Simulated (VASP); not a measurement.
# GaN (F-43m) in VASP: notebook

Runs on GaN. Level: LDA. Tasks: elastic constants.

All numbers are computed with VASP 6.6.1; they aren't measurements. Logs are shortened: lines on timing, memory, paths and dates and some standing lists are left out, and cuts for length are marked.

### 1 The cell of the first run

Symmetry: F-43m, No. 216, cubic system. The conventional cell has a = 4.287 Å, b = 4.287 Å, c = 4.287 Å, α = 90.00°, β = 90.00°, γ = 90.00°. Ga (site symmetry -43m) has 4 N at 1.86 Å within 2.5 Å. N (site symmetry -43m) has 4 Ga at 1.86 Å within 2.5 Å.

### 2 Elastic constants, LDA

Contents of INCAR:

```
SYSTEM = GaN
  PREC = Accurate
  ENCUT = 600
  EDIFF = 1E-8
  ISMEAR = 0
  SIGMA = 0.01
  LREAL = .FALSE.
  LASPH = .TRUE.
  NELM = 60
  ALGO = Normal
  ISIF = 3
  LWAVE = .FALSE.
  LCHARG = .TRUE.
  GGA = CA
  NBANDS = 16
  IBRION = 6
  NFREE = 2
  POTIM = 0.015
  NSW = 1
```

Contents of KPOINTS:

```
regular mesh
0
G
  8 8 8
  0 0 0
```

Contents of POSCAR:

```
GaN
1.0
    0.0000000000      2.1435802699      2.1435802699
    2.1435802699      0.0000000000      2.1435802699
    2.1435802699      2.1435802699      0.0000000000
Ga N
1 1
Direct
    0.0000000000      0.0000000000      0.0000000000
    0.2500000000      0.2500000000      0.2500000000
```

Potentials or basis: VASP PAW LDA potentials, release 64 (Ga_d, N).

Launch:

```bash
> cat potpaw_LDA.64/Ga_d/POTCAR potpaw_LDA.64/N/POTCAR > POTCAR
> mpirun -np 1 vasp_std > vasp.out
```

OUTCAR:

```text
SYSTEM = GaN
   PREC = Accurate
   ENCUT = 600
   EDIFF = 1E-8
   ISMEAR = 0
   LREAL = .FALSE.
   LASPH = .TRUE.
   NELM = 60
   ISIF = 3
   GGA = CA
   IBRION = 6
   NFREE = 2
   POTIM = 0.015
   NSW = 1

 ion  position               nearest neighbor table
   1  0.000  0.000  0.000-   2 1.86   2 1.86   2 1.86   2 1.86
   2  0.250  0.250  0.250-   1 1.86   1 1.86   1 1.86   1 1.86

  LATTYP: Found a face centered cubic cell.
 ALAT       =     4.2871605398

  Lattice vectors:

 A1 = (   0.0000000000,   2.1435802699,   2.1435802699)
 A2 = (   2.1435802699,   0.0000000000,   2.1435802699)
 A3 = (   2.1435802699,   2.1435802699,   0.0000000000)

Analysis of symmetry for initial positions (statically):
=====================================================================
 Subroutine PRICEL returns:
 Original cell was already a primitive cell.

 Routine SETGRP: Setting up the symmetry group for a
 face centered cubic supercell.

 Subroutine GETGRP returns: Found 24 space group operations
 (whereof 24 operations were pure point group operations)
 out of a pool of 48 trial point group operations.

The static configuration has the point symmetry T_d .

Analysis of symmetry for dynamics (positions and initial velocities):
=====================================================================
 Subroutine PRICEL returns:
 Original cell was already a primitive cell.

 Routine SETGRP: Setting up the symmetry group for a
 face centered cubic supercell.

 Subroutine GETGRP returns: Found 24 space group operations
 (whereof 24 operations were pure point group operations)
 out of a pool of 48 trial point group operations.

The dynamic configuration has the point symmetry T_d .

[... 347 lines left out ...]
  band No.  band energies     occupation
      1     -10.3920      2.00000
      2      -6.9797      2.00000
      3      -6.9698      2.00000
      4      -6.9608      2.00000
      5      -6.4684      2.00000
      6      -6.4682      2.00000
[... 433 lines left out ...]
      3      -6.7159      2.00000
      4      -6.5112      2.00000
      5      -6.4209      2.00000
      6      -4.6829      2.00000
[... 8 lines left out ...]
     15      26.9570      0.00000
     16      29.6287      0.00000

 [... further k-points ...]

------------------------ aborting loop because EDIFF is reached ----------------------------------------

  FORCE on cell =-STRESS in cart. coord.  units (eV):
  Direction    XX          YY          ZZ          XY          YZ          ZX
  --------------------------------------------------------------------------------------
  -------------------------------------------------------------------------------------
  Total        3.8782422      3.8861186      3.8861186      0.0000000      0.2594336      0.0000000
  in kB      315.4251086    316.0657104    316.0657104      0.0000000     21.1002463      0.0000000
  external PRESSURE =     315.8521764 kB  Pullay stress =       0.0000000 kB
[... 17 lines left out ...]
  FREE ENERGIE OF THE ION-ELECTRON SYSTEM (eV)
  ---------------------------------------------------
  free  energy   TOTEN  =       -13.7158797262 eV

  energy  without entropy=      -13.7158797262  energy(sigma->0) =      -13.71587973

 INTERNAL STRAIN TENSORS FROM STRAINED CELLS
 ============================================

 INTERNAL STRAIN TENSOR FOR ION    1 for displacements in x,y,z  (eV/Angst):
          X           Y           Z          XY          YZ          ZX
  --------------------------------------------------------------------------------
  x    -0.00000     0.00000     0.00000    -0.00000    17.28895    -0.00000
  y    -0.00000     0.00000     0.00000    -0.00000     0.00000    17.28893
  z    -0.00000     0.00000     0.00000    17.28722    -0.00000     0.00000

 INTERNAL STRAIN TENSORS FROM DISPLACED ATOMS
 ============================================

 INTERNAL STRAIN TENSOR FOR ION    1 for displacements in x,y,z  (eV/Angst):
          X           Y           Z          XY          YZ          ZX
  --------------------------------------------------------------------------------
  x    -0.00000     0.00000     0.00000     0.00000    17.28292     0.00000
  y     0.00000    -0.00000     0.00000     0.00000     0.00000    17.28292
  z     0.00000     0.00000    -0.00000    17.28292     0.00000     0.00000

 INTERNAL STRAIN TENSOR FOR ION    2 for displacements in x,y,z  (eV/Angst):
          X           Y           Z          XY          YZ          ZX
  --------------------------------------------------------------------------------
  x     0.00000    -0.00000    -0.00000     0.00000   -17.28766     0.00000
  y     0.00000    -0.00000     0.00000     0.00000     0.00000   -17.28766
  z    -0.00000    -0.00000     0.00000   -17.28766     0.00000     0.00000

 Eigenvectors and eigenvalues of the dynamical matrix
 ----------------------------------------------------

   1 f  =   19.755884 THz   124.129879 2PiTHz  658.985354 cm-1    81.703734 meV
             X         Y         Z           dx          dy          dz
      0.000000  0.000000  0.000000     0.000000    0.000000   -0.408941
      1.071790  1.071790  1.071790     0.000000    0.000000    0.912561
[... 21 lines left out ...]
   6 f/i=    0.000123 THz     0.000775 2PiTHz    0.004116 cm-1     0.000510 meV
             X         Y         Z           dx          dy          dz
      0.000000  0.000000  0.000000     0.086362   -0.896482    0.147071
      1.071790  1.071790  1.071790     0.038701   -0.401735    0.065906

--------------------------------------------------------------------------------------------------------

 ELASTIC MODULI CONTR FROM IONIC RELAXATION (kBar)
 Direction    XX          YY          ZZ          XY          YZ          ZX
 --------------------------------------------------------------------------------
 XX          -0.0000      0.0000      0.0000     -0.0000      0.0000     -0.0000
 YY           0.0000     -0.0000      0.0000     -0.0000     -0.0000      0.0000
 ZZ           0.0000      0.0000     -0.0000      0.0000     -0.0000     -0.0000
 XY          -0.0000     -0.0000      0.0000  -1305.0687      0.0000      0.0000
 YZ           0.0000     -0.0000     -0.0000      0.0000  -1305.0687      0.0000
 ZX          -0.0000      0.0000     -0.0000      0.0000      0.0000  -1305.0687
 --------------------------------------------------------------------------------

 TOTAL ELASTIC MODULI (kBar)
 Direction    XX          YY          ZZ          XY          YZ          ZX
 --------------------------------------------------------------------------------
 XX        3692.7207   2617.2916   2617.2916     -0.0000      0.0000     -0.0000
 YY        2617.2916   3692.7207   2617.2916     -0.0000     -0.0000      0.0000
 ZZ        2617.2916   2617.2916   3692.7207      0.0000     -0.0000     -0.0000
 XY          -0.0000     -0.0000      0.0000   1674.9573     -0.0000     -0.0000
 YZ           0.0000     -0.0000     -0.0000     -0.0000   1674.9573     -0.0000
 ZX          -0.0000      0.0000     -0.0000     -0.0000     -0.0000   1674.9573
 --------------------------------------------------------------------------------
```

stdout:

```text
POSCAR found type information on POSCAR GaN
 POSCAR found :  2 types and       2 ions
 scaLAPACK will be used
 LDA part: xc-table for (Slater(with rela. corr.)+CA(PZ))
 , standard interpolation
 POSCAR, INCAR and KPOINTS ok, starting setup
 FFT: planning ... GRIDC
 FFT: planning ... GRID_SOFT
 FFT: planning ... GRID
 WAVECAR not read
 entering main loop
 Found     2 degrees of freedom:
 Adding 6 more for cell shape distortion
 Finite differences POTIM= 0.01500 DOF=   8
 bond charge predicted
 Finite differences progress:
 bond charge predicted
 Finite differences progress:
 bond charge predicted
 Finite differences progress:
 bond charge predicted
 Finite differences progress:
 bond charge predicted
 Finite differences progress:
 bond charge predicted
 Finite differences progress:
 bond charge predicted
 Finite differences progress:
 bond charge predicted
 Finite differences progress:
 bond charge predicted
 Finite differences progress:
 bond charge predicted
 Finite differences progress:
 bond charge predicted
 Finite differences progress:
 bond charge predicted
 Finite differences progress:
 bond charge predicted
 Finite differences progress:
 bond charge predicted
 Finite differences progress:
 bond charge predicted
 Finite differences progress:
 bond charge predicted
 Finite differences progress:
```

It took 10 min on 1 thread of AMD EPYC 7R43 (Zen 3), shared host; peak memory 0.19 GiB.

Results:

```
Elastic constants C11, C12, C44                         : 369, 262, 167 GPa
Voigt bulk modulus                                      : 298 GPa
Highest phonon frequency at Γ, LO-TO splitting left out : 659 cm⁻¹
```

Phonon frequencies in cm⁻¹ (negative: imaginary):
```
              q point        frequencies
(0.000, 0.000, 0.000)  0 0 0 659 659 659
```

Elastic tensor in Voigt notation (GPa, in the Cartesian axes of the cell as first typed):
```
369 262 262   0   0   0
262 369 262   0   0   0
262 262 369   0   0   0
  0   0   0 167   0   0
  0   0   0   0 167   0
  0   0   0   0   0 167
```

Clamped-ion elastic tensor (GPa):
```
369 262 262   0   0   0
262 369 262   0   0   0
262 262 369   0   0   0
  0   0   0 298   0   0
  0   0   0   0 298   0
  0   0   0   0   0 298
```

Caveat: the cell is under stress, which shifts elastic constants.

### 3 Elastic constants, LDA

Contents of INCAR:

```
SYSTEM = GaN
PREC = Accurate
ENCUT = 600
EDIFF = 1E-8
ISMEAR = 0
SIGMA = 0.01
LREAL = .FALSE.
LASPH = .TRUE.
NELM = 100
ALGO = Normal
ISIF = 3
LWAVE = .FALSE.
LCHARG = .FALSE.
NBANDS = 16
IBRION = 6
NFREE = 2
POTIM = 0.015
NSW = 1
```

KPOINTS is that of step 2.

POSCAR is that of step 2.

Potentials or basis: VASP PAW LDA potentials, release 64 (Ga_d, N).

Launch:

```bash
> cat potpaw_LDA.64/Ga_d/POTCAR potpaw_LDA.64/N/POTCAR > POTCAR
> mpirun -np 1 vasp_std > vasp.out
```

It took 9.6 min on 1 thread of AMD EPYC 7R43 (Zen 3), shared host; peak memory 0.19 GiB.

Results (log left out):

```yaml
Elastic_constants_C11_C12_C44: 369, 262, 167 GPa
Voigt_bulk_modulus: 298 GPa
Highest_phonon_frequency_at_Γ_LO-TO_splitting_left_out: 659 cm⁻¹
```

Phonon frequencies in cm⁻¹ (negative: imaginary):
```tsv
q point	frequencies
(0.000, 0.000, 0.000)	0 0 0 659 659 659
```

Elastic tensor in Voigt notation (GPa, in the Cartesian axes of the cell as first typed):
```
369 262 262   0   0   0
262 369 262   0   0   0
262 262 369   0   0   0
  0   0   0 167   0   0
  0   0   0   0 167   0
  0   0   0   0   0 167
```

Clamped-ion elastic tensor (GPa):
```
369 262 262   0   0   0
262 369 262   0   0   0
262 262 369   0   0   0
  0   0   0 298   0   0
  0   0   0   0 298   0
  0   0   0   0   0 298
```

Caveat: the cell is under stress, which shifts elastic constants.
